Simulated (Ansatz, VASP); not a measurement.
One calculation of Co, two programs

Contents of INCAR:

```
PREC     = Accurate       # precision mode
ENCUT    = 520            # plane-wave cutoff, eV
EDIFF    = 1E-6           # SCF threshold, eV
ISMEAR   = -1             # smearing method
SIGMA    = 0.05           # smearing width, eV
LREAL    = False          # projectors in reciprocal space
LASPH    = True           # aspherical terms in the spheres
NELM     = 150            # most SCF steps
ALGO     = Normal         # electronic algorithm
ISIF     = 2              # what is computed and relaxed
LWAVE    = False          # write WAVECAR
LCHARG   = False          # write CHGCAR
ISPIN    = 2              # spin polarisation
MAGMOM   = 2 2            # initial moments
LORBIT   = 11             # projections on sites
LMAXMIX  = 4              # l up to which the mixer works
GGA      = PS             # functional
NBANDS   = 20             # bands
```

Contents of KPOINTS:

```
Automatic mesh
0
Gamma
  19 19 10
```

Contents of POSCAR:

```
Co
1.0
    2.5190008694      0.0000000000      0.0000000000
   -1.2595004347      2.1815187451      0.0000000000
    0.0000000000      0.0000000000      4.0910000000
Co
2
Direct
    0.3333333333      0.6666666667      0.2500000000
    0.6666666667      0.3333333333      0.7500000000
```

Input for Ansatz:

```yaml
crystal:
  lattice:
    - [2.5190008694, 0.0, 0.0]
    - [-1.2595004347, 2.1815187451, 0.0]
    - [0.0, 0.0, 4.091]
  atoms:
    - { symbol: Co, position: [0.3333333333, 0.6666666667, 0.25], spin: 2.0 }
    - { symbol: Co, position: [0.6666666667, 0.3333333333, 0.75], spin: 2.0 }
magnetization:
  spin_polarized: true
kpoints:
  mp_grid: { grid: [19, 19, 10] }
  band_path:
    path:
      - [0.0, 0.0, 0.0]
      - [0.5, 0.0, 0.0]
      - [0.3333333333, 0.3333333333, 0.0]
      - [0.0, 0.0, 0.0]
      - [0.0, 0.0, 0.5]
      - [0.5, 0.0, 0.5]
      - [0.3333333333, 0.3333333333, 0.5]
      - [0.0, 0.0, 0.5]
      - [0.5, 0.0, 0.5]
    npoints: 5
scf:
  occupations: { method: fermi_dirac, width: 0.05 }
hamiltonian:
  xc: pbesol
  pseudopotentials: { kind: all_electron, lapw: { basis_error: 0.0005 } }
output:
  forces: true
  stress: true
  eigenvalues: true
```

Alike in both runs: task single point; functional PBEsol; k mesh 19 × 19 × 10; occupations fermi-dirac, width 0.05 eV; collinear spin.

|  | VASP | Ansatz |
| --- | --- | --- |
| version | VASP 6.6.1 | Ansatz 0.2.0 |
| potentials or method | VASP PAW PBE potentials, release 64 (Co), cutoff 520 eV | all-electron LAPW, scalar-relativistic |

```csv
,VASP,Ansatz,Ansatz less VASP
pressure (GPa),-16.7,-16.2,+0.47
"traceless stress, the component that is largest in VASP (GPa)",-0.99,-0.88,+0.108
net moment per atom (μB),1.63,1.64,+0.010
size of the moment on the site where the two differ most (μB),1.66,1.70,+0.040
```

VASP's potentials were made for PBE, not for PBEsol. Site moments also hang on the region over which each program counts them. Ansatz ran all-electron here, and VASP with PAW potentials.
